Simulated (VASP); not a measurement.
# Ti (P6_3/mmc) in VASP: a series of runs, part 2 of 2

VASP 6.6.1.

### 5 Single point, r2SCAN

Contents of POSCAR:

```
Ti
1.0
    2.9500000000      0.0000000000      0.0000000000
   -1.4750000000      2.5547750000      0.0000000000
    0.0000000000      0.0000000000      4.6800000000
Ti
2
Direct
    0.3333333333      0.6666666667      0.2500000000
    0.6666666667      0.3333333333      0.7500000000
```

Contents of INCAR.step1:

```
SYSTEM = Ti
ALGO = Normal ; EDIFF = 1E-4
ENCUT = 520 ; GGA = PE
ISMEAR = 1 ; LASPH = .TRUE.
LCHARG = .FALSE. ; LREAL = .FALSE.
LWAVE = .TRUE. ; NBANDS = 19
NELM = 80 ; PREC = Accurate
SIGMA = 0.05
```

Contents of INCAR.step2:

```
SYSTEM = Ti
ALGO = Normal ; EDIFF = 1E-7
ENCUT = 520 ; ISIF = 2
ISMEAR = 1 ; ISTART = 1
LASPH = .TRUE. ; LCHARG = .FALSE.
LMIXTAU = .TRUE. ; LREAL = .FALSE.
LWAVE = .FALSE. ; METAGGA = R2SCAN
NBANDS = 19 ; NELM = 80
PREC = Accurate ; SIGMA = 0.05
```

Contents of KPOINTS:

```
k-points
0
G
  13 13 7
  0 0 0
```

Potentials or basis: VASP PAW PBE potentials, release 64 (Ti_sv).

The run is started by

```sh
> cat potpaw_PBE.64/Ti_sv/POTCAR > POTCAR
> cp INCAR.step1 INCAR
> mpirun -np 1 vasp_std > vasp.out
> cp INCAR.step2 INCAR
> mpirun -np 1 vasp_std > vasp.out
```

OUTCAR:

```text
SYSTEM = Ti
   EDIFF = 1E-7
   ENCUT = 520
   ISIF = 2
   ISMEAR = 1
   ISTART = 1
   LASPH = .TRUE.
   LREAL = .FALSE.
   METAGGA = R2SCAN
   NELM = 80
   PREC = Accurate

 ion  position               nearest neighbor table
   1  0.333  0.667  0.250-   2 2.89   2 2.89   2 2.89   2 2.89   2 2.89   2 2.89
   2  0.667  0.333  0.750-   1 2.89   1 2.89   1 2.89   1 2.89   1 2.89   1 2.89

  LATTYP: Found a hexagonal cell.
 ALAT       =     2.9500000000
 C/A-ratio  =     1.5864406780

  Lattice vectors:

 A1 = (   2.9500000000,   0.0000000000,   0.0000000000)
 A2 = (  -1.4750000000,   2.5547750000,   0.0000000000)
 A3 = (   0.0000000000,   0.0000000000,   4.6800000000)

Analysis of symmetry for initial positions (statically):
=====================================================================
 Subroutine PRICEL returns:
 Original cell was already a primitive cell.

 Routine SETGRP: Setting up the symmetry group for a
 hexagonal supercell.

 Subroutine GETGRP returns: Found 24 space group operations
 (whereof 12 operations were pure point group operations)
 out of a pool of 24 trial point group operations.

The static configuration has the point symmetry D_3d.
 The point group associated with its full space group is D_6h.

Analysis of symmetry for dynamics (positions and initial velocities):
=====================================================================
 Subroutine PRICEL returns:
 Original cell was already a primitive cell.

 Routine SETGRP: Setting up the symmetry group for a
 hexagonal supercell.

 Subroutine GETGRP returns: Found 24 space group operations
 (whereof 12 operations were pure point group operations)
 out of a pool of 24 trial point group operations.

The dynamic configuration has the point symmetry D_3d.
 The point group associated with its full space group is D_6h.

 Subroutine INISYM returns: Found 24 space group operations
 (whereof 12 operations are pure point group operations),
 and found     1 'primitive' translations

[... 110 lines left out ...]
   EFERMI_NEDOS =   21; number of points for ismear=-14 and -15
   IALGO  =     38    algorithm
   IMIX   =      4    mixing-type and parameters
     AMIX     =   0.40;   BMIX     =  1.00
     AMIX_MAG =   1.60;   BMIX_MAG =  1.00
  volume/ion in A,a.u.               =      17.64       119.01
  Fermi-wavevector in a.u.,A,eV,Ry     =   1.439920  2.721054 28.209911  2.073370
  Thomas-Fermi vector in A             =   2.558722
   LORBIT       =      0    0 simple, 1 ext, 2 COOP (PROOUT), +10 PAW based schemes
   METAGGA = R2SCAN    functional components
   LHFCALC =     F    Hartree Fock is set to
   AEXX    =    0.0000 exact exchange contribution
   IVDW    =     0    specifies the selected vdW correction
   LEPSILON=     F    determine dielectric tensor
   LRPA    =     F    only Hartree local field effects (RPA)
 non-spin polarized calculation
 Methfessel and Paxton  Order N= 1 SIGMA  =   0.05
  energy-cutoff  :      520.00
  volume of cell :       35.27
 maximum number of plane-waves:       975
 NGX is ok and might be reduce to    24
   NGX = 11   NGY = 11   NGZ = 17

 number of electron      24.0000002 magnetization

 Free energy of the ion-electron system (eV)
  ---------------------------------------------------
  ext. energy  EPLUGINS =         0.00000000
  ---------------------------------------------------
  free energy    TOTEN  =       -25.89775586 eV

  energy without entropy =      -25.89750394  energy(sigma->0) =      -25.89767188

 E-fermi :   8.2452     XC(G=0): -12.3181

 val. band max:        8.2418782452   @ k =   0.0769   0.0000   0.1429
 cond. band min:       8.2463578992   @ k =   0.2308   0.2308   0.4286
 fundamental gap:      0.0044796540
 Fermi energy:         8.2452391333

 k-point     1 :       0.0000    0.0000    0.0000
  band No.  band energies     occupation
      1     -51.0334      2.00000
      2     -50.8993      2.00000
      3     -26.5783      2.00000
      4     -25.9354      2.00000
      5     -25.9353      2.00000
      6     -25.8796      2.00000
[... 505 lines left out ...]
      6     -25.9623      2.00000
[... 11 lines left out ...]
     18      10.1453      0.00000
     19      11.6942      0.00000

 [... further k-points ...]

------------------------ aborting loop because EDIFF is reached ----------------------------------------

  FORCE on cell =-STRESS in cart. coord.  units (eV):
  Direction    XX          YY          ZZ          XY          YZ          ZX
  --------------------------------------------------------------------------------------
  -------------------------------------------------------------------------------------
  Total       -0.3601003     -0.3601003     -0.4664413      0.0000000      0.0000000     -0.0000000
  in kB      -16.3573733    -16.3573740    -21.1878560      0.0000000      0.0000000     -0.0000000
  external PRESSURE =     -17.9675344 kB  Pullay stress =       0.0000000 kB

 VOLUME and BASIS-vectors are now :
 -----------------------------------------------------------------------------
  energy-cutoff  :      520.00
  volume of cell :       35.27
      direct lattice vectors                 reciprocal lattice vectors
     2.950000000  0.000000000  0.000000000     0.338983051  0.195711951  0.000000000
    -1.475000000  2.554775000  0.000000000     0.000000000  0.391423902  0.000000000
     0.000000000  0.000000000  4.680000000     0.000000000  0.000000000  0.213675214

 POSITION                                       TOTAL-FORCE (eV/Angst)
 -----------------------------------------------------------------------------------
     -0.00000      1.70318      1.17000        -0.000000      0.000000      0.000000
      1.47500      0.85159      3.51000         0.000000      0.000000      0.000000
 -----------------------------------------------------------------------------------
    total drift:                               -0.000000      0.000000     -0.000000

  FREE ENERGIE OF THE ION-ELECTRON SYSTEM (eV)
  ---------------------------------------------------
  free  energy   TOTEN  =       -25.8977558589 eV

  energy  without entropy=      -25.8975039372  energy(sigma->0) =      -25.89767188
```

OUTCAR.step1:

```text
SYSTEM = Ti
   EDIFF = 1E-4
   ENCUT = 520
   GGA = PE
   ISMEAR = 1
   LASPH = .TRUE.
   LREAL = .FALSE.
[... 752 lines left out ...]
     -0.00000      1.70318      1.17000        -0.000000     -0.000000      0.000000
      1.47500      0.85159      3.51000         0.000000      0.000000      0.000000
 -----------------------------------------------------------------------------------
    total drift:                               -0.000000      0.000000     -0.000000

  FREE ENERGIE OF THE ION-ELECTRON SYSTEM (eV)
  ---------------------------------------------------
  free  energy   TOTEN  =       -15.6677644882 eV

  energy  without entropy=      -15.6676558320  energy(sigma->0) =      -15.66772827
```

OSZICAR.step1:

```text
N       E                     dE             d eps       ncg     rms          rms(c)
DAV:   1     0.265359434344E+03    0.26536E+03   -0.13121E+04  3192   0.157E+03
DAV:   2     0.125538375772E+02   -0.25281E+03   -0.24879E+03  3263   0.443E+02
DAV:   3    -0.164967840731E+02   -0.29051E+02   -0.28681E+02  5951   0.123E+02
DAV:   4    -0.177392626221E+02   -0.12425E+01   -0.12414E+01  3726   0.265E+01
DAV:   5    -0.178000859839E+02   -0.60823E-01   -0.60812E-01  4677   0.417E+00    0.117E+01
DAV:   6    -0.156673543922E+02    0.21327E+01   -0.78361E+00  3728   0.278E+01    0.289E+00
DAV:   7    -0.156504737210E+02    0.16881E-01   -0.70826E-01  4821   0.607E+00    0.206E+00
DAV:   8    -0.156748257443E+02   -0.24352E-01   -0.19220E-01  3515   0.505E+00    0.673E-01
DAV:   9    -0.156673387995E+02    0.74869E-02   -0.42746E-02  3658   0.207E+00    0.681E-02
DAV:  10    -0.156677308882E+02   -0.39209E-03   -0.31989E-03  4616   0.333E-01    0.798E-02
DAV:  11    -0.156677644882E+02   -0.33600E-04   -0.83418E-05  2404   0.703E-02
   1 F= -.15667764E+02 E0= -.15667728E+02  d E =-.108656E-03
```

Wall time 77 s (1 thread of Intel Xeon 6975P-C (Granite Rapids), shared host); peak memory 0.18 GiB.

What came out:

- Free energy: -25.8978 eV
- Pressure: -1.8 GPa
- Band gap on the k mesh: zero (band 12 reaches 9.10 eV, above the bottom of band 13 at 7.86 eV)

Stress tensor (GPa, compression positive):
```
-1.64  0.00  0.00
 0.00 -1.64  0.00
 0.00  0.00 -2.12
```

Caveat: the PAW data sets were made with another functional, which shifts forces and pressure a little.

### 6 Single point, r2SCAN

POSCAR is that of step 5.

Contents of INCAR.step1:

```
SYSTEM = Ti
PREC = Accurate
ENCUT = 520
ISMEAR = 1
SIGMA = 0.025
LREAL = .FALSE.
LASPH = .TRUE.
NELM = 100
NBANDS = 19
GGA = PE
ALGO = Normal
EDIFF = 1E-4
LWAVE = .TRUE.
LCHARG = .FALSE.
```

Contents of INCAR.step2:

```
SYSTEM = Ti
PREC = Accurate
ENCUT = 520
EDIFF = 1E-6
ISMEAR = 1
SIGMA = 0.025
LREAL = .FALSE.
LASPH = .TRUE.
NELM = 100
ALGO = Normal
ISIF = 2
LWAVE = .FALSE.
LCHARG = .TRUE.
METAGGA = R2SCAN
LMIXTAU = .TRUE.
LELF = .TRUE.
LVHAR = .TRUE.
NBANDS = 19
ISTART = 1
```

Contents of KPOINTS:

```
regular mesh
0
G
  13 13 7
  0 0 0
```

Potentials or basis: VASP PAW PBE potentials, release 64 (Ti_sv).

The run is started by

```sh
> cat potpaw_PBE.64/Ti_sv/POTCAR > POTCAR
> cp INCAR.step1 INCAR
> mpirun -np 1 vasp_std > vasp.out
> cp INCAR.step2 INCAR
> mpirun -np 1 vasp_std > vasp.out
```

OUTCAR:

```text
SYSTEM = Ti
   PREC = Accurate
   ENCUT = 520
   EDIFF = 1E-6
   ISMEAR = 1
   LREAL = .FALSE.
   LASPH = .TRUE.
   NELM = 100
   ISIF = 2
   METAGGA = R2SCAN
   ISTART = 1

 ion  position               nearest neighbor table
   1  0.333  0.667  0.250-   2 2.89   2 2.89   2 2.89   2 2.89   2 2.89   2 2.89
   2  0.667  0.333  0.750-   1 2.89   1 2.89   1 2.89   1 2.89   1 2.89   1 2.89

  LATTYP: Found a hexagonal cell.
 ALAT       =     2.9500000000
 C/A-ratio  =     1.5864406780

  Lattice vectors:

 A1 = (   2.9500000000,   0.0000000000,   0.0000000000)
 A2 = (  -1.4750000000,   2.5547750000,   0.0000000000)
 A3 = (   0.0000000000,   0.0000000000,   4.6800000000)

Analysis of symmetry for initial positions (statically):
=====================================================================
 Subroutine PRICEL returns:
 Original cell was already a primitive cell.

 Routine SETGRP: Setting up the symmetry group for a
 hexagonal supercell.

 Subroutine GETGRP returns: Found 24 space group operations
 (whereof 12 operations were pure point group operations)
 out of a pool of 24 trial point group operations.

The static configuration has the point symmetry D_3d.
[... 162 lines left out ...]
  energy without entropy =      -25.89736297  energy(sigma->0) =      -25.89749731

 E-fermi :   8.2478     XC(G=0): -12.3183

 val. band max:        8.2474411146   @ k =   0.3077   0.3077   0.2857
 cond. band min:       8.2599935153   @ k =   0.2308   0.2308   0.4286
 fundamental gap:      0.0125524007
 Fermi energy:         8.2477654281

 k-point     1 :       0.0000    0.0000    0.0000
  band No.  band energies     occupation
      1     -51.0345      2.00000
      2     -50.9004      2.00000
      3     -26.5794      2.00000
      4     -25.9366      2.00000
      5     -25.9365      2.00000
      6     -25.8808      2.00000
[... 505 lines left out ...]
      6     -25.9635      2.00000
[... 11 lines left out ...]
     18      10.1445      0.00000
     19      11.6931      0.00000

 [... further k-points ...]

------------------------ aborting loop because EDIFF is reached ----------------------------------------

  FORCE on cell =-STRESS in cart. coord.  units (eV):
  Direction    XX          YY          ZZ          XY          YZ          ZX
  --------------------------------------------------------------------------------------
  -------------------------------------------------------------------------------------
  Total       -0.3659091     -0.3659091     -0.4317664      0.0000000      0.0000000      0.0000000
  in kB      -16.6212320    -16.6212328    -19.6127692      0.0000000      0.0000000      0.0000000
  external PRESSURE =     -17.6184113 kB  Pullay stress =       0.0000000 kB

 VOLUME and BASIS-vectors are now :
 -----------------------------------------------------------------------------
  energy-cutoff  :      520.00
  volume of cell :       35.27
      direct lattice vectors                 reciprocal lattice vectors
     2.950000000  0.000000000  0.000000000     0.338983051  0.195711951  0.000000000
    -1.475000000  2.554775000  0.000000000     0.000000000  0.391423902  0.000000000
     0.000000000  0.000000000  4.680000000     0.000000000  0.000000000  0.213675214

 POSITION                                       TOTAL-FORCE (eV/Angst)
 -----------------------------------------------------------------------------------
     -0.00000      1.70318      1.17000         0.000000      0.000000      0.000000
      1.47500      0.85159      3.51000        -0.000000     -0.000000      0.000000
 -----------------------------------------------------------------------------------
    total drift:                               -0.000000      0.000000     -0.000000

  FREE ENERGIE OF THE ION-ELECTRON SYSTEM (eV)
  ---------------------------------------------------
  free  energy   TOTEN  =       -25.8975644754 eV

  energy  without entropy=      -25.8973629745  energy(sigma->0) =      -25.89749731
```

OSZICAR.step1:

```text
N       E                     dE             d eps       ncg     rms          rms(c)
DAV:   1     0.265359715979E+03    0.26536E+03   -0.13121E+04  3192   0.157E+03
DAV:   2     0.125536579840E+02   -0.25281E+03   -0.24879E+03  3263   0.443E+02
DAV:   3    -0.164966809682E+02   -0.29050E+02   -0.28682E+02  5951   0.123E+02
DAV:   4    -0.177392405663E+02   -0.12426E+01   -0.12414E+01  3726   0.265E+01
DAV:   5    -0.178000796272E+02   -0.60839E-01   -0.60825E-01  4677   0.417E+00    0.117E+01
DAV:   6    -0.156671327235E+02    0.21329E+01   -0.78423E+00  3731   0.279E+01    0.289E+00
DAV:   7    -0.156504485900E+02    0.16684E-01   -0.70298E-01  4789   0.604E+00    0.205E+00
DAV:   8    -0.156745723182E+02   -0.24124E-01   -0.18935E-01  3507   0.500E+00    0.669E-01
DAV:   9    -0.156673741792E+02    0.71981E-02   -0.40739E-02  3666   0.204E+00    0.684E-02
DAV:  10    -0.156677806855E+02   -0.40651E-03   -0.31960E-03  4592   0.336E-01    0.767E-02
DAV:  11    -0.156678064600E+02   -0.25774E-04   -0.72638E-05  2180   0.700E-02
   1 F= -.15667806E+02 E0= -.15667859E+02  d E =0.156234E-03
```

Run time: 64 s. Hardware: 1 thread of Intel Xeon 6975P-C (Granite Rapids), shared host; peak memory 0.18 GiB.

Results:

| Quantity | Value |
| --- | --- |
| Free energy | -25.8976 eV |
| Pressure | -1.8 GPa |
| Band gap on the k mesh | zero (band 12 reaches 9.10 eV, above the bottom of band 13 at 7.86 eV) |

Stress tensor (GPa, compression positive):
```
-1.66  0.00  0.00
 0.00 -1.66  0.00
 0.00  0.00 -1.96
```

Levels at points of the mesh, in eV from the Fermi level:
```
           k point  band 8  band 9  band 10  band 11  band 12  band 13  band 14  band 15  band 16  band 17
(0.00, 0.00, 0.00)  -34.09   -6.60    -2.84     0.49     0.85     0.85     0.93     1.36     1.36     1.79
```

Caveat: the PAW data sets were made with another functional, which shifts forces and pressure a little.

### 7 Summary

```tsv
smearing	gap on the mesh (eV)	pressure (GPa)
methfessel-paxton 0.25 eV	none	-1.8
methfessel-paxton 0.15 eV	none	-1.8
methfessel-paxton 0.1 eV	none	-1.8
methfessel-paxton 0.05 eV	none	-1.8
methfessel-paxton 0.025 eV	none	-1.8
```

Alike in all rows: task single point; level r2SCAN; potentials or basis VASP PAW PBE potentials, release 64 (Ti_sv); no spin polarisation; cell as given; k mesh 13 × 13 × 7; cutoff (eV) 520.

Every run on the cell as given and a fine mesh finds a metal.

Caveats: the PAW data sets were made with another functional, which shifts forces and pressure a little.

Total energies depend on the potentials used, so only differences within one code and one set of settings carry meaning.
